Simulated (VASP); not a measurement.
Si3N4:

```
Si N
1.0
     7.61700    0.00000    0.00000
    -3.80850    6.59652    0.00000
     0.00000    0.00000    2.91340
Si N
6 8
Cartesian
  -1.5923 5.1116 0.7284
  2.3940 1.1768 2.1851
  0.1779 2.6617 0.7284
  5.4008 1.4849 2.1851
  1.4145 5.4197 0.7284
  3.6306 3.9348 2.1851
  0.0000 4.3977 0.7284
  3.8085 2.1988 2.1851
  2.4336 0.2164 0.7284
  1.0294 2.2158 2.1851
  6.2128 1.9994 0.7284
  1.3749 6.3801 2.1851
  2.7791 4.3807 0.7284
  -2.4043 4.5971 2.1851
```

Base run:

* Program: VASP 6.6.1
* Functional: LDA
* Potentials or basis: VASP PAW LDA potentials, release 64 (Si, N)
* Cutoff: 520 eV
* k mesh: 4 × 4 × 9
* Occupations: fermi-dirac, width 0.02 eV
* Spin: no spin polarisation

Its results: band gap on the k mesh 3.96 eV; pressure -4.0 GPa; largest force 1.204 eV/Å.

Question: The run is repeated on the same cell with these changes: functional from LDA to PBE; potentials or basis from VASP PAW LDA potentials, release 64 (Si, N) to VASP PAW PBE potentials, release 64 (Si, N). What comes out?

Answer: Band gap on the k mesh 4.13 eV; pressure 4.1 GPa; largest force 1.174 eV/Å.

Caveats: an odd mesh through Γ misses points on the zone boundary, where band edges can lie; forces of over 1 eV/Å act on the atoms, so gaps and moduli don't describe the material at rest; the cell stands under tension (at least some runs); the cell stands under pressure (at least some runs).
